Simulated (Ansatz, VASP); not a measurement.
## Two plane-wave programs on Y

```
Y
1.0
     0.00000    2.54428    2.54428
     2.54428    0.00000    2.54428
     2.54428    2.54428    0.00000
Y
1
Cartesian
  0.0000 0.0000 0.0000
```

Alike in both runs: task relaxation of cell and atoms; functional PBE; k mesh 14 × 14 × 14; occupations fermi-dirac, width 0.05 eV; no spin polarisation.

|  | VASP | Ansatz |
| --- | --- | --- |
| version | VASP 6.6.1 | Ansatz 0.2.0 |
| potentials or method | VASP PAW PBE potentials, release 64 (Y_sv) | PAW with Ansatz's default frozen-core files, scalar-relativistic |
| plane-wave cutoff (eV) | 600 | 420 |
| valence electrons in the cell | 11 | 11 |

```csv
,VASP,Ansatz,Ansatz less VASP
relaxed volume (Å³/atom),32.37,32.46,+0.095
relaxed length of the cell vector where the two differ most in proportion (Å),3.577,3.581,+0.0035
```
